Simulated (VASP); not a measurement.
Write the native input for VASP 6.6.1 that does the following.

```yaml
Task: single point
Functional: PBE
Potentials_or_basis: VASP PAW PBE potentials, release 64 (Be)
Cutoff: 520 eV
k_mesh: 10 × 10 × 18
Occupations: gaussian, width 0.1 eV
Spin: no spin polarisation
Dipole_correction: no
Further_INCAR_settings: ALGO = Normal; EDIFF = 1e-06; NBANDS = 12
```

The structure of Be lies in POSCAR:

```
Be
1.0
    3.7809474755      0.0000000000      0.0000000000
    0.0000000000      3.7809474755      0.0000000000
    0.0000000000      0.0000000000      2.0967472608
Be
4
Direct
    0.2708778939      0.3586302145      0.0000000000
    0.7291221061      0.6413697855      0.0000000000
    0.1413697855      0.7708778939      0.5000000000
    0.8586302145      0.2291221061      0.5000000000
```

This cell differs from its parent crystal: strained and its atoms moved.

One way to write it, as run:

INCAR

```
SYSTEM = Be
PREC = Accurate ; ENCUT = 520
EDIFF = 1E-6 ; ISMEAR = 0
SIGMA = 0.1 ; LREAL = .FALSE.
LASPH = .TRUE. ; NELM = 60
ALGO = Normal ; ISIF = 2
LWAVE = .FALSE. ; LCHARG = .FALSE.
GGA = PE ; NBANDS = 12
```

KPOINTS

```
regular mesh
0
G
  10 10 18
  0 0 0
```

Potentials or basis: VASP PAW PBE potentials, release 64 (Be).

Run with:

```console
$ cat potpaw_PBE.64/Be/POTCAR > POTCAR
$ mpirun -np 1 vasp_std > vasp.out
```

It gave:

```
Pressure               : 26.9 GPa
Largest force          : 2.853 eV/Å
Band gap on the k mesh : zero (band 4 reaches 7.42 eV, above the bottom of band 5 at 4.92 eV)
```

Caveat: the cell differs from its parent crystal (strained and its atoms moved); forces of over 1 eV/Å act on the atoms, so gaps and moduli don't describe the material at rest.

Wall time 61 s on 1 thread of Intel(R) Xeon(R) Platinum 8259CL CPU @ 2.50GHz (Skylake/Cascade Lake), with other jobs on the host, peak memory 0.18 GiB.
